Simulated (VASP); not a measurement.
# GaN (F-43m) in VASP: further runs

Runs on GaN. Level: PBEsol. Tasks: elastic constants.

Program: VASP 6.6.1. These are calculated values, not measurements. Logs are shortened: lines on timing, memory, paths and dates and some standing lists are left out, and cuts for length are marked.

### 1 The cell of the first run

The structure is cubic, space group F-43m (No. 216). The conventional cell has a = 4.483 Å, b = 4.483 Å, c = 4.483 Å, α = 90.00°, β = 90.00°, γ = 90.00°. Ga (site symmetry -43m) has 4 N at 1.94 Å within 2.6 Å. N (site symmetry -43m) has 4 Ga at 1.94 Å within 2.6 Å.

### 2 Elastic constants, PBEsol

File INCAR:

```
SYSTEM = GaN
PREC     = Accurate       ! precision mode
ENCUT    = 600            ! plane-wave cutoff, eV
EDIFF    = 1E-8           ! SCF threshold, eV
ISMEAR   = 0              ! smearing method
SIGMA    = 0.01           ! smearing width, eV
LREAL    = .False.        ! projectors in reciprocal space
LASPH    = .True.         ! aspherical terms in the spheres
NELM     = 60             ! most SCF steps
ALGO     = Normal         ! electronic algorithm
ISIF     = 3              ! what is computed and relaxed
LWAVE    = .False.        ! write WAVECAR
LCHARG   = .False.        ! write CHGCAR
GGA      = PS             ! functional
IBRION   = 6              ! ionic algorithm
NFREE    = 2            
POTIM    = 0.015          ! step
NSW      = 1              ! ionic steps
```

File KPOINTS:

```
Automatic mesh
0
Gamma
  10 10 10
  0 0 0
```

File POSCAR:

```
GaN
1.0
    0.0000000000      2.2413965612      2.2413965612
    2.2413965612      0.0000000000      2.2413965612
    2.2413965612      2.2413965612      0.0000000000
Ga N
1 1
Direct
    0.0000000000      0.0000000000      0.0000000000
    0.2500000000      0.2500000000      0.2500000000
```

Potentials or basis: VASP PAW PBE potentials, release 64 (Ga_d, N).

Started as:

```console
$ cat potpaw_PBE.64/Ga_d/POTCAR potpaw_PBE.64/N/POTCAR > POTCAR
$ mpirun -np 1 vasp_std > vasp.out
```

OUTCAR:

```text
SYSTEM = GaN
   PREC = Accurate
   ENCUT = 600
   EDIFF = 1E-8
   ISMEAR = 0
   LREAL = .False.
   LASPH = .True.
   NELM = 60
   ISIF = 3
   GGA = PS
   IBRION = 6
   NFREE = 2
   POTIM = 0.015
   NSW = 1

 ion  position               nearest neighbor table
   1  0.000  0.000  0.000-   2 1.94   2 1.94   2 1.94   2 1.94
   2  0.250  0.250  0.250-   1 1.94   1 1.94   1 1.94   1 1.94

  LATTYP: Found a face centered cubic cell.
 ALAT       =     4.4827931224

  Lattice vectors:

 A1 = (   0.0000000000,   2.2413965612,   2.2413965612)
 A2 = (   2.2413965612,   0.0000000000,   2.2413965612)
 A3 = (   2.2413965612,   2.2413965612,   0.0000000000)

Analysis of symmetry for initial positions (statically):
=====================================================================
 Subroutine PRICEL returns:
 Original cell was already a primitive cell.

 Routine SETGRP: Setting up the symmetry group for a
 face centered cubic supercell.

 Subroutine GETGRP returns: Found 24 space group operations
 (whereof 24 operations were pure point group operations)
 out of a pool of 48 trial point group operations.

The static configuration has the point symmetry T_d .

Analysis of symmetry for dynamics (positions and initial velocities):
=====================================================================
 Subroutine PRICEL returns:
 Original cell was already a primitive cell.

 Routine SETGRP: Setting up the symmetry group for a
 face centered cubic supercell.

 Subroutine GETGRP returns: Found 24 space group operations
 (whereof 24 operations were pure point group operations)
 out of a pool of 48 trial point group operations.

The dynamic configuration has the point symmetry T_d .

 Subroutine INISYM returns: Found 24 space group operations
 (whereof 24 operations are pure point group operations),
 and found     1 'primitive' translations

----------------------------------------------------------------------------------------

                                     Primitive cell

  volume of cell :      22.5209

  direct lattice vectors                    reciprocal lattice vectors
     0.000000000  2.241396561  2.241396561    -0.223075206  0.223075206  0.223075206
     2.241396561  0.000000000  2.241396561     0.223075206 -0.223075206  0.223075206
     2.241396561  2.241396561  0.000000000     0.223075206  0.223075206 -0.223075206

  length of vectors
     3.169813416  3.169813416  3.169813416     0.386377591  0.386377591  0.386377591

  position of ions in fractional coordinates (direct lattice)
     0.000000000  0.000000000  0.000000000
     0.250000000  0.250000000  0.250000000

  ion indices of the primitive-cell ions
   primitive index   ion index
                 1           1
                 2           2

----------------------------------------------------------------------------------------

 KPOINTS: Automatic mesh

Automatic generation of k-mesh.
 Grid dimensions read from file:
 generate k-points for:   10   10   10

 Generating k-lattice:

  Cartesian coordinates                     Fractional coordinates (reciprocal lattice)
    -0.022307521  0.022307521  0.022307521     0.100000000  0.000000000  0.000000000
     0.022307521 -0.022307521  0.022307521     0.000000000  0.100000000  0.000000000
[... 109 lines left out ...]

------------------------ aborting loop because EDIFF is reached ----------------------------------------

  FORCE on cell =-STRESS in cart. coord.  units (eV):
  Direction    XX          YY          ZZ          XY          YZ          ZX
  --------------------------------------------------------------------------------------
  -------------------------------------------------------------------------------------
  Total        0.2214921      0.2214921      0.2214921     -0.0000000      0.0000000     -0.0000000
  in kB       15.7573324     15.7573324     15.7573324     -0.0000000      0.0000000     -0.0000000
  external PRESSURE =      15.7573324 kB  Pullay stress =       0.0000000 kB
[... 89 lines left out ...]
  FREE ENERGIE OF THE ION-ELECTRON SYSTEM (eV)
  ---------------------------------------------------
  free  energy   TOTEN  =       -13.1153430137 eV

  energy  without entropy=      -13.1153430137  energy(sigma->0) =      -13.11534301

[... ionic steps 4 to 14 ...]

--------------------------------------- Ionic step       15  -------------------------------------------

 number of electron      18.0000002 magnetization

------------------------ aborting loop because EDIFF is reached ----------------------------------------
[... 67 lines left out ...]
--------------------------------------- Ionic step       17  -------------------------------------------

 number of electron      18.0000003 magnetization

 Free energy of the ion-electron system (eV)
  ---------------------------------------------------
  ext. energy  EPLUGINS =         0.00000000
  ---------------------------------------------------
  free energy    TOTEN  =       -13.12165963 eV

  energy without entropy =      -13.12165963  energy(sigma->0) =      -13.12165963

 E-fermi :   5.4333     XC(G=0): -11.9890

 val. band max:        5.3558543440   @ k =   0.0000   0.0000   0.0000
 cond. band min:       7.1134297809   @ k =   0.0000   0.0000   0.0000
 fundamental gap:      1.7575754369
 Fermi energy:         5.4333294618

 k-point     1 :       0.0000    0.0000    0.0000
  band No.  band energies     occupation
      1     -10.7471      2.00000
      2      -8.0980      2.00000
      3      -8.0920      2.00000
      4      -8.0872      2.00000
      5      -7.7506      2.00000
      6      -7.7505      2.00000
      7       5.2965      2.00000
      8       5.3276      2.00000
      9       5.3559      2.00000
     10       7.1134      0.00000
     11      15.6079      0.00000
     12      15.6304      0.00000
     13      15.6554      0.00000
[... 354 lines left out ...]
  band No.  band energies     occupation
      1      -9.6811      2.00000
      2      -7.9609      2.00000
      3      -7.8537      2.00000
      4      -7.8513      2.00000
      5      -7.6860      2.00000
      6      -6.8561      2.00000
      7       0.2172      2.00000
      8       2.7900      2.00000
      9       3.1029      2.00000
     10       9.6956      0.00000
     11      12.5196      0.00000
     12      16.0874      0.00000
     13      18.2583      0.00000

 [... further k-points ...]
[... 5 lines left out ...]
  --------------------------------------------------------------------------------------
  -------------------------------------------------------------------------------------
  Total        0.2210922      0.2256184      0.2256184      0.0000000      0.1312854      0.0000000
  in kB       15.7288859     16.0508829     16.0508829      0.0000000      9.3398748      0.0000000
  external PRESSURE =      15.9435506 kB  Pullay stress =       0.0000000 kB
[... 17 lines left out ...]
  FREE ENERGIE OF THE ION-ELECTRON SYSTEM (eV)
  ---------------------------------------------------
  free  energy   TOTEN  =       -13.1216596283 eV

  energy  without entropy=      -13.1216596283  energy(sigma->0) =      -13.12165963

 INTERNAL STRAIN TENSORS FROM STRAINED CELLS
 ============================================

 INTERNAL STRAIN TENSOR FOR ION    1 for displacements in x,y,z  (eV/Angst):
          X           Y           Z          XY          YZ          ZX
  --------------------------------------------------------------------------------
  x    -0.00000    -0.00000    -0.00000     0.00000     8.75677     0.00000
  y    -0.00000     0.00000    -0.00000    -0.00000    -0.00000     8.75796
  z    -0.00000     0.00000    -0.00000     8.75544    -0.00000     0.00000

 INTERNAL STRAIN TENSORS FROM DISPLACED ATOMS
 ============================================

 INTERNAL STRAIN TENSOR FOR ION    1 for displacements in x,y,z  (eV/Angst):
          X           Y           Z          XY          YZ          ZX
  --------------------------------------------------------------------------------
  x     0.00000     0.00000     0.00000     0.00000     8.75146     0.00000
  y     0.00000    -0.00000     0.00000     0.00000     0.00000     8.75146
  z     0.00000     0.00000     0.00000     8.75146     0.00000     0.00000

 INTERNAL STRAIN TENSOR FOR ION    2 for displacements in x,y,z  (eV/Angst):
          X           Y           Z          XY          YZ          ZX
  --------------------------------------------------------------------------------
  x     0.00000     0.00000     0.00000     0.00000    -8.75141     0.00000
  y     0.00000     0.00000     0.00000     0.00000     0.00000    -8.75141
  z     0.00000     0.00000     0.00000    -8.75141     0.00000     0.00000

 Eigenvectors and eigenvalues of the dynamical matrix
 ----------------------------------------------------

   1 f  =   16.224480 THz   101.941417 2PiTHz  541.190413 cm-1    67.099029 meV
             X         Y         Z           dx          dy          dz
      0.000000  0.000000  0.000000     0.000000    0.409087   -0.000000
      1.120698  1.120698  1.120698     0.000000   -0.912495   -0.000000
[... 21 lines left out ...]
   6 f/i=    0.002694 THz     0.016924 2PiTHz    0.089849 cm-1     0.011140 meV
             X         Y         Z           dx          dy          dz
      0.000000  0.000000  0.000000    -0.880954   -0.236251   -0.027464
      1.120698  1.120698  1.120698    -0.394946   -0.105915   -0.012313

--------------------------------------------------------------------------------------------------------

 ELASTIC MODULI CONTR FROM IONIC RELAXATION (kBar)
 Direction    XX          YY          ZZ          XY          YZ          ZX
 --------------------------------------------------------------------------------
 XX          -0.0000     -0.0000     -0.0000      0.0000     -0.0000      0.0000
 YY          -0.0000     -0.0000     -0.0000     -0.0000     -0.0000      0.0000
 ZZ          -0.0000     -0.0000     -0.0000     -0.0000     -0.0000      0.0000
 XY           0.0000     -0.0000     -0.0000   -433.7399      0.0000      0.0000
 YZ          -0.0000     -0.0000     -0.0000      0.0000   -433.7399      0.0000
 ZX           0.0000      0.0000      0.0000      0.0000      0.0000   -433.7399
 --------------------------------------------------------------------------------

 TOTAL ELASTIC MODULI (kBar)
 Direction    XX          YY          ZZ          XY          YZ          ZX
 --------------------------------------------------------------------------------
 XX        2747.0519   1522.0470   1522.0470      0.0000     -0.0000      0.0000
 YY        1522.0470   2747.0519   1522.0470      0.0000     -0.0000      0.0000
 ZZ        1522.0470   1522.0470   2747.0519     -0.0000     -0.0000      0.0000
 XY           0.0000      0.0000     -0.0000   1544.4920      0.0000      0.0000
 YZ          -0.0000     -0.0000     -0.0000      0.0000   1544.4920      0.0000
 ZX           0.0000      0.0000      0.0000      0.0000      0.0000   1544.4920
 --------------------------------------------------------------------------------
```

Run time: 22 min. Hardware: 1 thread of Intel Xeon 8259CL, shared host; peak memory 0.33 GiB.

Results:

* Elastic constants C11, C12, C44: 275, 152, 154 GPa
* Voigt bulk modulus: 193 GPa
* Highest phonon frequency at Γ, LO-TO splitting left out: 541 cm⁻¹

Phonon frequencies in cm⁻¹ (negative: imaginary):
| q point | frequencies |
| --- | --- |
| (0.000, 0.000, 0.000) | 0 0 0 541 541 541 |

Elastic tensor in Voigt notation (GPa, in the Cartesian axes of the cell as first typed):
```
275 152 152   0   0   0
152 275 152   0   0   0
152 152 275   0   0   0
  0   0   0 154   0   0
  0   0   0   0 154   0
  0   0   0   0   0 154
```

Clamped-ion elastic tensor (GPa):
```
275 152 152   0   0   0
152 275 152   0   0   0
152 152 275   0   0   0
  0   0   0 198   0   0
  0   0   0   0 198   0
  0   0   0   0   0 198
```

Caveat: the cell is under stress, which shifts elastic constants; the PAW data sets were made with another functional, which shifts forces and pressure a little.

### 3 Elastic constants, PBEsol

This run uses another cell than the first one, of 11.32 Å³/atom.

File INCAR:

```
PREC     = Accurate       # precision mode
ENCUT    = 600            # plane-wave cutoff, eV
EDIFF    = 1E-8           # SCF threshold, eV
ISMEAR   = 0              # smearing method
SIGMA    = 0.01           # smearing width, eV
LREAL    = F              # projectors in reciprocal space
LASPH    = T              # aspherical terms in the spheres
NELM     = 100            # most SCF steps
ALGO     = Normal         # electronic algorithm
ISIF     = 3              # what is computed and relaxed
LWAVE    = F              # write WAVECAR
LCHARG   = T              # write CHGCAR
GGA      = PS             # functional
NBANDS   = 16             # bands
IBRION   = 6              # ionic algorithm
NFREE    = 2            
POTIM    = 0.015          # step
NSW      = 1              # ionic steps
```

File KPOINTS:

```
Automatic mesh
0
Gamma
  10 10 10
```

File POSCAR:

```
GaN
1.0
    0.0000000000      2.2451919159      2.2451919159
    2.2451919159      0.0000000000      2.2451919159
    2.2451919159      2.2451919159      0.0000000000
Ga N
1 1
Direct
    0.0000000000      0.0000000000      0.0000000000
    0.2500000000      0.2500000000      0.2500000000
```

Potentials or basis: VASP PAW PBE potentials, release 64 (Ga_d, N).

Started as:

```console
$ cat potpaw_PBE.64/Ga_d/POTCAR potpaw_PBE.64/N/POTCAR > POTCAR
$ mpirun -np 1 vasp_std > vasp.out
```

Run time: 31 min. Hardware: 1 thread of Intel Xeon 8259CL, shared host; peak memory 0.35 GiB.

The run converged. Its results:

```
Elastic constants C11, C12, C44                         : 272, 149, 154 GPa
Voigt bulk modulus                                      : 190 GPa
Highest phonon frequency at Γ, LO-TO splitting left out : 537 cm⁻¹
```

Phonon frequencies in cm⁻¹ (negative: imaginary):
```tsv
q point	frequencies
(0.000, 0.000, 0.000)	0 0 0 537 537 537
```

Elastic tensor in Voigt notation (GPa, in the Cartesian axes of the cell as first typed):
```
272 149 149   0   0   0
149 272 149   0   0   0
149 149 272   0   0   0
  0   0   0 154   0   0
  0   0   0   0 154   0
  0   0   0   0   0 154
```

Clamped-ion elastic tensor (GPa):
```
272 149 149   0   0   0
149 272 149   0   0   0
149 149 272   0   0   0
  0   0   0 195   0   0
  0   0   0   0 195   0
  0   0   0   0   0 195
```

Caveat: the PAW data sets were made with another functional, which shifts forces and pressure a little.

### 4 Elastic constants, PBEsol

This run uses another cell than the first one, of 11.38 Å³/atom.

File INCAR:

```
SYSTEM = GaN
ALGO = Normal ; EDIFF = 1E-8
ENCUT = 600 ; GGA = PS
IBRION = 6 ; ISIF = 3
ISMEAR = 0 ; LASPH = .True.
LCHARG = .False. ; LREAL = .False.
LWAVE = .False. ; NBANDS = 16
NELM = 80 ; NFREE = 2
NSW = 1 ; POTIM = 0.015
PREC = Accurate ; SIGMA = 0.01
```

File KPOINTS:

```
k-points
0
Gamma
  10 10 10
  0 0 0
```

File POSCAR:

```
GaN
1.0
    0.0000000000      2.2491407153      2.2491407153
    2.2491407153      0.0000000000      2.2491407153
    2.2491407153      2.2491407153      0.0000000000
Ga N
1 1
Direct
    0.0000000000      0.0000000000      0.0000000000
    0.2500000000      0.2500000000      0.2500000000
```

Started as:

```console
$ cat potpaw_PBE.64/Ga_d/POTCAR potpaw_PBE.64/N/POTCAR > POTCAR
$ mpirun -np 1 vasp_std > vasp.out
```

Run time: 31 min. Hardware: 1 thread of Intel Xeon 8259CL, shared host; peak memory 0.35 GiB.

The run converged. Its results:

* Elastic constants C11, C12, C44: 268, 145, 153 GPa
* Voigt bulk modulus: 186 GPa
* Highest phonon frequency at Γ, LO-TO splitting left out: 533 cm⁻¹

Phonon frequencies in cm⁻¹ (negative: imaginary):
| q point | frequencies |
| --- | --- |
| (0.000, 0.000, 0.000) | 0 0 0 533 533 533 |

Elastic tensor in Voigt notation (GPa, in the Cartesian axes of the cell as first typed):
```
268 145 145   0   0   0
145 268 145   0   0   0
145 145 268   0   0   0
  0   0   0 153   0   0
  0   0   0   0 153   0
  0   0   0   0   0 153
```

Clamped-ion elastic tensor (GPa):
```
268 145 145   0   0   0
145 268 145   0   0   0
145 145 268   0   0   0
  0   0   0 191   0   0
  0   0   0   0 191   0
  0   0   0   0   0 191
```

Caveat: the PAW data sets were made with another functional, which shifts forces and pressure a little.
